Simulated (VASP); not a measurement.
Runs of VASP 6.6.1 on Si. The structure is that of space group P6/mmm (No. 191), or close to it. The cells are those of the table. 

```csv
cell,gap on the mesh (eV),pressure (GPa)
"a = 2.621, b = 2.621, c = 2.559 Å, angles 90.0, 90.0, 120.0°, 1 atom",none,-3.2
"a = 2.621, b = 2.621, c = 2.651 Å, angles 90.0, 90.0, 120.0°, 1 atom",none,-6.0
"a = 2.621, b = 2.621, c = 2.744 Å, angles 90.0, 90.0, 120.0°, 1 atom",none,-7.8
"a = 2.621, b = 2.621, c = 2.836 Å, angles 90.0, 90.0, 120.0°, 1 atom",none,(a)
"a = 2.621, b = 2.621, c = 2.790 Å, angles 90.0, 90.0, 120.0°, 1 atom",none,(b)
```

Alike in all rows: task single point; level PBEsol; potentials or basis VASP PAW PBE potentials, release 64 (Si); no spin polarisation; k mesh 21 × 21 × 20; cutoff (eV) 520; smearing gaussian 0.15 eV.

**Question.** Fill in the values left out.

**Answer.** (a) -8.9; (b) -8.5.

Caveats: the PAW data sets were made with another functional, which shifts forces and pressure a little.

A gap of «none» marks levels without a gap at the run's occupations.
